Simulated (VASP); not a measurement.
Input of a VASP 6.6.1 run:

Contents of POSCAR:

```
HfO2
1.0
    0.0000000000      2.5575000000      2.5575000000
    2.2697812500      0.0000000000      2.5575000000
    2.2697812500      2.5575000000      0.0000000000
Hf O
1 2
Direct
    0.0000000000      0.0000000000      0.0000000000
    0.2500000000      0.2500000000      0.2500000000
    0.7500000000      0.7500000000      0.7500000000
```

INCAR.step1

```
SYSTEM = HfO2
ALGO = Normal
EDIFF = 1E-4
ENCUT = 520
GGA = PE
ISMEAR = 0
LASPH = .True.
LCHARG = .False.
LREAL = .False.
LWAVE = .True.
NBANDS = 18
NELM = 100
PREC = Accurate
SIGMA = 0.05
```

The input INCAR.step2:

```
SYSTEM = HfO2
ALGO = Normal
EDIFF = 1E-6
ENCUT = 520
ISIF = 2
ISMEAR = 0
ISTART = 1
LASPH = .True.
LCHARG = .False.
LMIXTAU = .True.
LREAL = .False.
LWAVE = .False.
METAGGA = R2SCAN
NBANDS = 18
NELM = 100
PREC = Accurate
SIGMA = 0.05
```

The input KPOINTS:

```
k-points
0
Gamma
  8 8 8
  0 0 0
```

Potentials or basis: VASP PAW PBE potentials, release 64 (Hf_pv, O).

Run with:

```bash
$ cat potpaw_PBE.64/Hf_pv/POTCAR potpaw_PBE.64/O/POTCAR > POTCAR
$ cp INCAR.step1 INCAR
$ mpirun -np 1 vasp_std > vasp.out
$ cp INCAR.step2 INCAR
$ mpirun -np 1 vasp_std > vasp.out
```

Question: What does it give for the pressure?

Answer: 24.0 GPa.

Question: What does it give for the band gap on the k mesh?

Answer: 2.69 eV, indirect (least direct gap 3.18 eV).

Stress tensor (GPa, compression positive):
```
69.16  0.00  0.00
 0.00  1.37  0.00
 0.00  0.00  1.37
```

Caveat: the cell differs from its parent crystal (strain -0.1125 x Voigt [1, 0, 0, 0, 0, 0]); the PAW data sets were made with another functional, which shifts forces and pressure a little; spin-orbit coupling is left out, which moves the levels of the heavy elements. A k mesh can miss the band edges.
